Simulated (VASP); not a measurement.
MnO: single point with PBEsol

Crystal: MnO.

```
CELL_PARAMETERS angstrom
3.18308 0.00000 -0.00007
0.00000 3.18308 -0.00007
1.59150 1.59150 2.07546
ATOMIC_POSITIONS crystal
Mn 0.00000 0.00000 0.00000
O 0.50000 0.50000 0.00000
```

```json
{"Program": "VASP 6.6.1", "Task": "single point", "Functional": "PBEsol", "Potentials or basis": "VASP PAW PBE potentials, release 64 (Mn_pv, O)", "Cutoff": "520 eV", "k mesh": "11 × 11 × 16", "Occupations": "gaussian, width 0.1 eV", "Spin": "collinear spin, ferromagnetic start", "Starting moments": "[4.2, 0.23] μB"}
```

| Quantity | Value |
| --- | --- |
| Pressure | -1.8 GPa |
| Net moment | 4.59 μB per cell |
| Site moments | Mn +4.17; O +0.19 μB |
| Valence electrons inside the program's atomic spheres | Mn 11.43; O 4.97 |

Stress tensor (GPa, compression positive):
```
-3.08 -0.06  0.00
-0.06 -3.08  0.00
 0.00  0.00  0.67
```

Levels at points of the mesh, in eV from the Fermi level:
Spin up:
```tsv
k point	band 8	band 9	band 10	band 11	band 12	band 13	band 14	band 15	band 16	band 17
(0.00, 0.00, 0.00)	-3.40	-3.40	-3.04	-2.87	-2.78	-0.22	13.97	16.52	16.61	16.62
(0.00, 0.00, 0.50)	-4.40	-2.23	-2.00	-2.00	-1.68	5.35	8.49	9.85	13.41	13.41
```
Spin down:
```tsv
k point	band 3	band 4	band 5	band 6	band 7	band 8	band 9	band 10	band 11	band 12
(0.00, 0.00, 0.00)	-45.71	-20.25	-3.85	-3.57	-3.57	0.25	0.32	0.32	0.80	1.07
(0.00, 0.00, 0.50)	-45.76	-19.16	-6.73	-4.83	-4.83	-1.26	1.94	2.13	2.25	2.25
```

It took 17 min on 1 thread of Oxide Virtual Turin-like Processor (shared host), peak memory 0.61 GiB.

Caveat: the PAW data sets were made with another functional, which shifts forces and pressure a little; a cell with one magnetic atom can't hold antiferromagnetic order, which such compounds often take; semilocal functionals often make such compounds metallic where correlation or magnetic order opens a gap, which also shifts bond lengths. With open d or f shells a metallic result of PBEsol can be an artefact of self-interaction; +U or a hybrid may open a gap.
